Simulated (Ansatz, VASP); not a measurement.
## Si in VASP and in Ansatz

The input INCAR:

```
SYSTEM = Si
ALGO = Normal
DIPOL = 0.5 0.5 0.344
EDIFF = 1E-6
ENCUT = 520
IDIPOL = 3
ISIF = 2
ISMEAR = 0
ISPIN = 2
LASPH = .TRUE.
LCHARG = .FALSE.
LDIPOL = .TRUE.
LORBIT = 11
LREAL = .FALSE.
LWAVE = .FALSE.
MAGMOM = 0 0 0 0 2
NBANDS = 22
NELM = 150
PREC = Accurate
SIGMA = 0.05
```

The input KPOINTS:

```
k-points
0
G
  7 7 1
  0 0 0
```

POSCAR

```
Si
1.0
    3.8195065206      0.0000000000      0.0000000000
    0.0000000000      3.8195065206      0.0000000000
    0.0000000000      0.0000000000     21.0645252450
Si
5
Direct
    0.0000000000      0.5000000000      0.1898927203
    0.0000000000      0.0000000000      0.2540004780
    0.5000000000      0.0000000000      0.3202822601
    0.5000000000      0.5000000000      0.3828486591
    0.7500000000      0.7500000000      0.5713171840
```

Input for Ansatz:

```yaml
crystal:
  lattice:
    - [3.8195065206, 0.0, 0.0]
    - [0.0, 3.8195065206, 0.0]
    - [0.0, 0.0, 21.064525245]
  atoms:
    - { symbol: Si, position: [0.0, 0.5, 0.1898927203] }
    - { symbol: Si, position: [0.0, 0.0, 0.254000478] }
    - { symbol: Si, position: [0.5, 0.0, 0.3202822601] }
    - { symbol: Si, position: [0.5, 0.5, 0.3828486591] }
    - { symbol: Si, position: [0.75, 0.75, 0.571317184], spin: 2.0 }
basis:
  ecutwfc: 420
kpoints:
  mp_grid: { grid: [7, 7, 1] }
hamiltonian:
  xc: lda
  pseudopotentials: { kind: paw, azcp: { folder: soft_1 } }
scf:
  occupations: { method: gaussian, width: 0.05 }
output:
  forces: true
  eigenvalues: true
  populations: true
magnetization:
  spin_polarized: true
efield:
  axis: 3
  dipole_correction: true
  ramp_width: 0.04
```

Alike in both runs: task single point; functional LDA; k mesh 7 × 7 × 1; occupations gaussian, width 0.05 eV; collinear spin.

|  | VASP | Ansatz |
| --- | --- | --- |
| version | VASP 6.6.1 | Ansatz 0.2.0 |
| potentials or method | VASP PAW LDA potentials, release 64 (Si), cutoff 520 eV | scalar-relativistic, plane waves, PAW |
| valence electrons in the cell | 20 | 20 |

VASP gave:

```
gap on the k mesh at the Fermi level (eV)                     : none
rms of the force components (eV/Å)                            : 0.174
net moment per atom (μB)                                      : 0.02
size of the moment on the site where the two differ most (μB) : 0.03
```

**Question.** Which values does Ansatz return?

**Answer.** gap on the k mesh at the Fermi level (eV): none; rms of the force components (eV/Å): 0.174; net moment per atom (μB): 0.02; size of the moment on the site where the two differ most (μB): 0.07.

Ansatz warns that its potentials were made for another functional, while VASP's fit it. LDA's correlation is that of Perdew and Zunger in VASP and of Perdew and Wang (1992) in Ansatz. Site moments also hang on the region over which each program counts them. Atom by atom the forces differ by 0.001 eV/Å (rms over components). A gap of «none» marks a metal or a gap that the smearing closes. Ansatz's warnings: seeded moment not kept.
